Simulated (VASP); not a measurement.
# Na4H in VASP: a series of runs

Na4H is run at these levels: PBE; tasks: single point.

All numbers are computed with VASP 6.6.1; they aren't measurements. Logs are shortened: lines on timing, memory, paths and dates and some standing lists are left out, and cuts for length are marked.

**1. The cell of the first run**

The cell holds a slab with vacuum, 10 atoms: a = 7.267 Å, b = 7.267 Å, c = 20.967 Å, α = 90.00°, β = 90.00°, γ = 109.47°.

**2. Single point, PBE**

File INCAR:

```
SYSTEM = Na4H
  PREC = Accurate
  ENCUT = 400
  EDIFF = 1E-6
  ISMEAR = 0
  SIGMA = 0.1
  LREAL = .False.
  LASPH = .True.
  NELM = 120
  ALGO = Normal
  ISIF = 2
  LWAVE = .False.
  LCHARG = .False.
  LDIPOL = .True.
  IDIPOL = 3
  DIPOL = 0.5 0.5 0.292
  GGA = PE
  NBANDS = 40
  GGA_COMPAT = .False.
  NELMDL = -8
```

File KPOINTS:

```
Automatic mesh
0
Gamma
  4 4 1
  0 0 0
```

File POSCAR:

```
Na4H
1.0
    7.2665054626      0.0000000000      0.0000000000
   -2.4221684875      6.8509270508      0.0000000000
    0.0000000000      0.0000000000     20.9665384335
Na H
8 2
Direct
    0.2500000000      0.2500000000      0.1907801811
    0.2500000000      0.7500000000      0.1907801811
    0.7500000000      0.2500000000      0.1907801811
    0.7500000000      0.7500000000      0.1907801811
    0.0000000000      0.0000000000      0.3322693660
    0.0000000000      0.5000000000      0.3322693660
    0.5000000000      0.0000000000      0.3322693660
    0.5000000000      0.5000000000      0.3322693660
    0.0637974121      0.3333333333      0.4147817944
    0.2695359212      0.3333333333      0.4147817944
```

Potentials or basis: VASP PAW PBE potentials, release 64 (Na_pv, H).

Run with:

```
$ cat potpaw_PBE.64/Na_pv/POTCAR potpaw_PBE.64/H/POTCAR > POTCAR
$ mpirun -np 1 vasp_std > vasp.out
```

OUTCAR:

```text
SYSTEM = Na4H
   PREC = Accurate
   ENCUT = 400
   EDIFF = 1E-6
   ISMEAR = 0
   LREAL = .False.
   LASPH = .True.
   NELM = 120
   ISIF = 2
   GGA = PE
   NELMDL = -8

 ion  position               nearest neighbor table
   1  0.250  0.250  0.191-
   2  0.250  0.750  0.191-
   3  0.750  0.250  0.191-
   4  0.750  0.750  0.191-
   5  0.000  0.000  0.332-
   6  0.000  0.500  0.332-
   7  0.500  0.000  0.332-
   8  0.500  0.500  0.332-
   9  0.064  0.333  0.415-
  10  0.270  0.333  0.415-

  LATTYP: Found a base centered orthorhombic cell.
 ALAT       =     8.3906377698
 B/A-ratio  =     1.4142135624
 C/A-ratio  =     2.4988015225

  Lattice vectors:

 A1 = (   7.2665054626,   0.0000000000,   0.0000000000)
 A2 = (  -2.4221684875,   6.8509270508,   0.0000000000)
 A3 = (   0.0000000000,   0.0000000000,  20.9665384335)

Analysis of symmetry for initial positions (statically):
=====================================================================
 Subroutine PRICEL returns:
 Original cell was already a primitive cell.

 Routine SETGRP: Setting up the symmetry group for a
 base centered orthorhombic supercell.

 Subroutine GETGRP returns: Found  1 space group operations
 (whereof  1 operations were pure point group operations)
 out of a pool of  8 trial point group operations.

The static configuration has the point symmetry C_1 .

Analysis of symmetry for dynamics (positions and initial velocities):
=====================================================================
 Subroutine PRICEL returns:
 Original cell was already a primitive cell.

 Routine SETGRP: Setting up the symmetry group for a
 base centered orthorhombic supercell.

 Subroutine GETGRP returns: Found  1 space group operations
 (whereof  1 operations were pure point group operations)
 out of a pool of  8 trial point group operations.

The dynamic configuration has the point symmetry C_1 .

 Subroutine INISYM returns: Found  1 space group operations
 (whereof  1 operations are pure point group operations),
 and found     1 'primitive' translations

----------------------------------------------------------------------------------------

                                     Primitive cell

  volume of cell :    1043.7625

  direct lattice vectors                    reciprocal lattice vectors
     7.266505463  0.000000000  0.000000000     0.137617732  0.048655216  0.000000000
    -2.422168488  6.850927051  0.000000000     0.000000000  0.145965647  0.000000000
     0.000000000  0.000000000 20.966538433     0.000000000  0.000000000  0.047695045

  length of vectors
     7.266505463  7.266505463 20.966538433     0.145965647  0.145965647  0.047695045

  position of ions in fractional coordinates (direct lattice)
     0.250000000  0.250000000  0.190780181
     0.250000000  0.750000000  0.190780181
     0.750000000  0.250000000  0.190780181
     0.750000000  0.750000000  0.190780181
     0.000000000  0.000000000  0.332269366
     0.000000000  0.500000000  0.332269366
     0.500000000  0.000000000  0.332269366
     0.500000000  0.500000000  0.332269366
     0.063797412  0.333333333  0.414781794
     0.269535921  0.333333333  0.414781794

  ion indices of the primitive-cell ions
   primitive index   ion index
                 1           1
                 2           2
                 3           3
                 4           4
                 5           5
                 6           6
                 7           7
                 8           8
                 9           9
                10          10

----------------------------------------------------------------------------------------

 KPOINTS: Automatic mesh

Automatic generation of k-mesh.
 Grid dimensions read from file:
 generate k-points for:    4    4    1

 Generating k-lattice:

  Cartesian coordinates                     Fractional coordinates (reciprocal lattice)
     0.034404433  0.012163804  0.000000000     0.250000000  0.000000000  0.000000000
     0.000000000  0.036491412  0.000000000     0.000000000  0.250000000  0.000000000
     0.000000000  0.000000000  0.047695045     0.000000000  0.000000000  1.000000000

  Length of vectors
     0.036491412  0.036491412  0.047695045

  Shift w.r.t. Gamma in fractional coordinates (k-lattice)
     0.000000000  0.000000000  0.000000000

 Subroutine IBZKPT returns following result:
 ===========================================

 Found     10 irreducible k-points:

 Following reciprocal coordinates:
            Coordinates               Weight
  0.000000  0.000000  0.000000      1.000000
  0.250000 -0.000000  0.000000      2.000000
  0.000000  0.250000  0.000000      2.000000
  0.500000 -0.000000  0.000000      1.000000
  0.000000  0.500000  0.000000      1.000000
  0.250000  0.250000  0.000000      2.000000
  0.500000  0.250000  0.000000      2.000000
  0.250000  0.500000  0.000000      2.000000
 -0.250000  0.250000  0.000000      2.000000
  0.500000  0.500000  0.000000      1.000000
   k-points           NKPTS =     10   k-points in BZ     NKDIM =     10   number of bands    NBANDS=     40
   number of dos      NEDOS =    301   number of ions     NIONS =     10
   total plane-waves  NPLWV = 322560
   dimension x,y,z NGX =    48 NGY =   48 NGZ =  140
   dimension x,y,z NGXF=    96 NGYF=   96 NGZF=  280
   ions per type =               8   2
   NGX,Y,Z   is equivalent  to a cutoff of  10.98, 10.98, 11.10 a.u.
   NGXF,Y,Z  is equivalent  to a cutoff of  21.96, 21.96, 22.20 a.u.
 SYSTEM =  Na4H
   PREC   = accura    normal or accurate (medium, high low for compatibility)
   ISTART =      0    job   : 0-new  1-cont  2-samecut
   ICHARG =      2    charge: 1-file 2-atom 10-const
   ISPIN  =      1    spin polarized calculation?
   LNONCOLLINEAR =      F non collinear calculations
   LSORBIT =      F    spin-orbit coupling
   LASPH  =      T    aspherical Exc in radial PAW
   ENCUT  =  400.0 eV  29.40 Ry    5.42 a.u.  11.85 11.85 34.19*2*pi/ulx,y,z
   NELM   =    120;   NELMIN=  2; NELMDL= -8     # of ELM steps
   EDIFF  = 0.1E-05   stopping-criterion for ELM
   LREAL  =      F    real-space projection
   EDIFFG = 0.1E-04   stopping-criterion for IOM
   NSW    =      0    number of steps for IOM
   IBRION =     -1    ionic relax: 0-MD 1-quasi-New 2-CG
   NFREE  =      0    steps in history (QN), initial steepest desc. (CG)
   ISIF   =      2    stress and relaxation
   ISYM   =      2    0-nonsym 1-usesym 2-fastsym
   POTIM  = 0.5000    time-step for ionic-motion
   TEBEG  =    0.0;   TEEND  =   0.0 temperature during run
   PSTRESS=    0.0 pullay stress
   NELECT =      58.0000    total number of electrons
   NUPDOWN=      -1.0000    fix difference up-down
   EMIN   =  10.00;   EMAX   =-10.00  energy-range for DOS
   EFERMI =   0.00;   METHOD = LEGACY
   ISMEAR =     0;   SIGMA  =   0.10  broadening in eV -4-tet -1-fermi 0-gaus
   EFERMI_NEDOS =   21; number of points for ismear=-14 and -15
   IALGO  =     38    algorithm
   IMIX   =      4    mixing-type and parameters
     AMIX     =   0.40;   BMIX     =  1.00
     AMIX_MAG =   1.60;   BMIX_MAG =  1.00
  volume/ion in A,a.u.               =     104.38       704.37
  Fermi-wavevector in a.u.,A,eV,Ry     =   0.624717  1.180545  5.309971  0.390272
  Thomas-Fermi vector in A             =   1.685372
   LORBIT       =      0    0 simple, 1 ext, 2 COOP (PROOUT), +10 PAW based schemes
   GGA     = PE    functional components
   LHFCALC =     F    Hartree Fock is set to
   AEXX    =    0.0000 exact exchange contribution
   IVDW    =     0    specifies the selected vdW correction
   LEPSILON=     F    determine dielectric tensor
   LRPA    =     F    only Hartree local field effects (RPA)
 non-spin polarized calculation
 Gauss-broadening in eV      SIGMA  =   0.10
  energy-cutoff  :      400.00
  volume of cell :     1043.76
 maximum number of plane-waves:     19038
   NGX = 23   NGY = 23   NGZ = 69

 number of electron      57.9999956 magnetization

 dipolmoment           0.000000      0.000000      0.230736 electrons x Angstroem

 Free energy of the ion-electron system (eV)
  ---------------------------------------------------
  ext. energy  EPLUGINS =         0.00000000
  ---------------------------------------------------
  free energy    TOTEN  =       -14.03168168 eV

  energy without entropy =      -14.00917191  energy(sigma->0) =      -14.02042679

 E-fermi :  -2.2438     XC(G=0):  -2.6133

 val. band max:       -2.3303208721   @ k =   0.0000   0.0000   0.0000
 cond. band min:      -2.1965545373   @ k =   0.2500  -0.0000   0.0000
 fundamental gap:      0.1337663348
 Fermi energy:        -2.2437657459

 k-point     1 :       0.0000    0.0000    0.0000
  band No.  band energies     occupation
      1     -27.4381      2.00000
      2     -27.4272      2.00000
      3     -27.4251      2.00000
      4     -27.4210      2.00000
      5     -27.4172      2.00000
      6     -27.4112      2.00000
[... 32 lines left out ...]
     39       0.3870      0.00000
     40       0.5157      0.00000

 k-point     2 :       0.2500   -0.0000    0.0000
  band No.  band energies     occupation
      1     -27.4380      2.00000
      2     -27.4269      2.00000
      3     -27.4250      2.00000
      4     -27.4202      2.00000
      5     -27.4149      2.00000
      6     -27.4111      2.00000
[... 333 lines left out ...]
     39       0.9601      0.00000
     40       1.0356      0.00000

 k-point    10 :       0.5000    0.5000    0.0000
  band No.  band energies     occupation
      1     -27.4379      2.00000
      2     -27.4261      2.00000
      3     -27.4227      2.00000
      4     -27.4193      2.00000
      5     -27.4125      2.00000
      6     -27.4102      2.00000
[... 32 lines left out ...]
     39       1.0734      0.00000
     40       1.1968      0.00000

------------------------ aborting loop because EDIFF is reached ----------------------------------------

 vacuum level on the upper side and lower side of the slab       (xc-potential included)         0.335        -0.483

  FORCE on cell =-STRESS in cart. coord.  units (eV):
  Direction    XX          YY          ZZ          XY          YZ          ZX
  --------------------------------------------------------------------------------------
  -------------------------------------------------------------------------------------
  Total       -2.8017259     -2.1211086     -1.6104546     -0.1871578     -0.3732207      0.0011258
  in kB       -4.3006545     -3.2559055     -2.4720507     -0.2872876     -0.5728945      0.0017280
  external PRESSURE =      -3.3428702 kB  Pullay stress =       0.0000000 kB

 VOLUME and BASIS-vectors are now :
 -----------------------------------------------------------------------------
  energy-cutoff  :      400.00
  volume of cell :     1043.76
      direct lattice vectors                 reciprocal lattice vectors
     7.266505463  0.000000000  0.000000000     0.137617732  0.048655216  0.000000000
    -2.422168488  6.850927051  0.000000000     0.000000000  0.145965647  0.000000000
     0.000000000  0.000000000 20.966538433     0.000000000  0.000000000  0.047695045

 POSITION                                       TOTAL-FORCE (eV/Angst)
 -----------------------------------------------------------------------------------
      1.21108      1.71273      4.00000         0.032350     -0.013222      0.001168
      0.00000      5.13820      4.00000        -0.000805      0.024504      0.034894
      4.84434      1.71273      4.00000        -0.021134     -0.004623     -0.010062
      3.63325      5.13820      4.00000        -0.005898     -0.003542      0.018621
      0.00000      0.00000      6.96654         0.004915      0.228669      0.196742
     -1.21108      3.42546      6.96654         0.024959     -0.039724      0.112791
      3.63325      0.00000      6.96654        -0.007777      0.094563      0.067967
      2.42217      3.42546      6.96654        -0.035049     -0.076615      0.185113
     -0.34381      2.28364      8.69654         1.231485     -0.148576     -0.222127
      1.15119      2.28364      8.69654        -1.223047     -0.061435     -0.385106
 -----------------------------------------------------------------------------------
    total drift:                               -0.000021      0.000006     -0.002102

  FREE ENERGIE OF THE ION-ELECTRON SYSTEM (eV)
  ---------------------------------------------------
  free  energy   TOTEN  =       -14.0316816799 eV

  energy  without entropy=      -14.0091719084  energy(sigma->0) =      -14.02042679

 vacuum level on the upper side and lower side of the slab         1.535         0.637
```

Wall time 15 min (1 thread of Oxide Virtual Turin-like, shared host); peak memory 0.71 GiB.

Results:

* Free energy: -14.0317 eV
* Largest force: 1.284 eV/Å
* Band gap on the k mesh: zero (bands 29 and 30 overlap by 0.72 eV)

Forces on the atoms (eV/Å):
```
Na   0.032 -0.013  0.001
Na  -0.001  0.025  0.035
Na  -0.021 -0.005 -0.010
Na  -0.006 -0.004  0.019
Na   0.005  0.229  0.197
Na   0.025 -0.040  0.113
Na  -0.008  0.095  0.068
Na  -0.035 -0.077  0.185
H    1.231 -0.149 -0.222
H   -1.223 -0.061 -0.385
```

Levels at points of the mesh, in eV from the Fermi level:
| k point | band 27 | band 28 | band 29 | band 30 | band 31 | band 32 |
| --- | --- | --- | --- | --- | --- | --- |
| (0.00, 0.00, 0.00) | -0.69 | -0.09 | 0.46 | 0.49 | 0.58 | 0.74 |
| (0.50, 0.00, 0.00) | -1.73 | -0.52 | 0.07 | 0.16 | 0.45 | 0.76 |
| (0.00, 0.50, 0.00) | -1.70 | -0.22 | -0.21 | 0.13 | 0.45 | 0.64 |
| (0.50, 0.50, 0.00) | -1.49 | -0.65 | -0.50 | -0.25 | 0.42 | 0.64 |

[end of part 1 of 2]

The gap in the log of VASP goes by the Fermi energy; the results here count the filled bands.